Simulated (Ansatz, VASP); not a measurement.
**Si: VASP beside Ansatz**

Contents of POSCAR:

```
Si
1.0
    4.4894421007      0.0000000000      0.0000000000
   -2.2447210504      3.8879709080      0.0000000000
    0.0000000000      0.0000000000      2.5736812903
Si
3
Direct
    0.0000000000      0.0000000000      0.0000000000
    0.3333333333      0.6666666667      0.5000000000
    0.6666666667      0.3333333333      0.5000000000
```

The input INCAR.step1:

```
SYSTEM = Si
PREC     = Accurate       ! precision mode
ENCUT    = 550            ! plane-wave cutoff, eV
ISMEAR   = -1             ! smearing method
SIGMA    = 0.1            ! smearing width, eV
LREAL    = .False.        ! projectors in reciprocal space
LASPH    = .True.         ! aspherical terms in the spheres
NELM     = 120            ! most SCF steps
NBANDS   = 13             ! bands
GGA      = PE             ! functional
ALGO     = Normal         ! electronic algorithm
EDIFF    = 1E-5           ! SCF threshold, eV
LWAVE    = .True.         ! write WAVECAR
LCHARG   = .False.        ! write CHGCAR
GGA_COMPAT= .False.
```

INCAR.step2

```
SYSTEM = Si
PREC     = Accurate       ! precision mode
ENCUT    = 550            ! plane-wave cutoff, eV
EDIFF    = 1E-6           ! SCF threshold, eV
ISMEAR   = -1             ! smearing method
SIGMA    = 0.1            ! smearing width, eV
LREAL    = .False.        ! projectors in reciprocal space
LASPH    = .True.         ! aspherical terms in the spheres
NELM     = 120            ! most SCF steps
ALGO     = Normal         ! electronic algorithm
ISIF     = 2              ! what is computed and relaxed
LWAVE    = .False.        ! write WAVECAR
LCHARG   = .False.        ! write CHGCAR
METAGGA  = R2SCAN         ! meta-GGA
LMIXTAU  = .True.       
NBANDS   = 13             ! bands
ISTART   = 1            
GGA_COMPAT= .False.
```

File KPOINTS:

```
regular mesh
0
Gamma
  9 9 14
  0 0 0
```

Input for Ansatz:

```yaml
crystal:
  lattice:
    - [4.4894421007, 0.0, 0.0]
    - [-2.2447210504, 3.887970908, 0.0]
    - [0.0, 0.0, 2.5736812903]
  atoms:
    - { symbol: Si, position: [0.0, 0.0, 0.0] }
    - { symbol: Si, position: [0.3333333333, 0.6666666667, 0.5] }
    - { symbol: Si, position: [0.6666666667, 0.3333333333, 0.5] }
hamiltonian:
  xc: r2scan
  pseudopotentials:
    kind: paw
    azcp:
      Si: "pseudopotentials/Si.paw.azcp"
basis:
  ecutwfc: 500
  fft_grid_basis: typed
kpoints:
  mp_grid: { grid: [9, 9, 14], shift: [0, 0, 0] }
magnetization:
  spin_polarized: false
scf:
  occupations: { method: fermi_dirac, width: 0.1 }
  lower_state_search: "off"
output:
  stress: true
```

Alike in both runs: task single point; functional r2SCAN; k mesh 9 × 9 × 14; occupations fermi-dirac, width 0.1 eV; no spin polarisation.

|  | VASP | Ansatz |
| --- | --- | --- |
| version | VASP 6.6.1 | Ansatz 0.2.0 |
| potentials or method | VASP PAW PBE potentials, release 64 (Si), cutoff 550 eV | plane waves (500 eV) with PAW, scalar-relativistic |
| valence electrons in the cell | 12 | 12 |

VASP gave:

- pressure (GPa): -3.4
- traceless stress, the component that is largest in VASP (GPa): 1.28

Q: Estimate Ansatz's values.

A: Pressure (GPa): -3.4; traceless stress, the component that is largest in VASP (GPa): 1.32.

VASP's potentials were made for PBE, not for r2SCAN.
